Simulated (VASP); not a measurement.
## Mg: relaxation of cell and atoms with PBE+D4

Crystal: Mg.

```
CELL_PARAMETERS angstrom
-1.83599 1.83599 1.67940
1.83599 -1.83599 1.67940
1.83599 1.83599 -1.67940
ATOMIC_POSITIONS crystal
Mg 0.00000 0.00000 0.00000
```

```
Program                : VASP 6.6.1
Task                   : relaxation of cell and atoms
Functional             : PBE
Dispersion             : D4
Potentials or basis    : VASP PAW PBE potentials, release 64 (Mg)
Cutoff                 : 600 eV
k mesh                 : 11 × 11 × 11
Occupations            : fermi-dirac, width 0.05 eV
Spin                   : no spin polarisation
Dipole correction      : no
Further INCAR settings : ALGO = Normal; EDIFF = 1e-06; IBRION = 2; EDIFFG = -0.01; NSW = 60; ISIF = 3
```

```json
{"Relaxed volume": "22.26 Å³/atom", "Relaxed cell": "a = 3.069 Å, b = 3.069 Å, c = 3.069 Å, α = 109.43°, β = 109.43°, γ = 109.56°", "Space group after relaxing (to 0.05 Å)": "Im-3m (No. 229)", "Energy gained by relaxing": "4.5 meV/atom", "Ionic steps": "20", "Pressure after relaxing": "0.0 GPa", "Band gap on the k mesh": "zero (band 1 reaches 5.11 eV, above the bottom of band 2 at 2.04 eV)", "Dispersion energy per atom": "-0.168 eV"}
```

The path:
```tsv
step	energy change (eV)	largest force (eV/Å)	pressure (GPa)	volume (Å³)
1	0.0000	0.0000	-0.66	22.64
2	-0.0008	0.0000	0.72	22.34
3	-0.0008	0.0000	-0.27	22.40
4	-0.0008	0.0000	-0.22	22.38
5	-0.0008	0.0000	-0.06	22.36
6	-0.0008	0.0000	0.17	22.35
7	-0.0009	0.0000	-0.34	22.43
8	-0.0009	0.0000	-0.35	22.43
9	-0.0010	0.0000	-0.36	22.43
10	-0.0013	0.0000	-0.38	22.43
11	-0.0019	0.0000	-0.42	22.43
12	-0.0030	0.0000	-0.47	22.42
13	-0.0042	0.0000	-0.48	22.38
14	0.0858	0.0000	0.74	22.02
15	-0.0043	0.0000	2.39	22.23
16	-0.0043	0.0000	-0.44	22.35
17	-0.0044	0.0000	-0.33	22.29
18	-0.0044	0.0000	-0.13	22.26
19	-0.0044	0.0000	0.39	22.25
20	-0.0045	0.0000	-0.05	22.26
```

Final structure:
```yaml
crystal:
  lattice:
    - [-1.77307, 1.77307, 1.77008]
    - [1.77307, -1.77307, 1.77008]
    - [1.77307, 1.77307, -1.77008]
  atoms:
    - { symbol: Mg, position: [0.00000, 0.00000, 0.00000] }
```

Levels at points of the mesh, in eV from the Fermi level:
```tsv
k point	band 1	band 2	band 3	band 4	band 5
(0.00, 0.00, 0.00)	-7.08	13.20	13.23	13.23	15.25
```

Wall time 99 s on 1 thread of AMD EPYC 7R13 Processor (Zen 3) (shared host), peak memory 0.14 GiB.

Caveat: pairwise dispersion overbinds metals, which lowers pressure and volume.
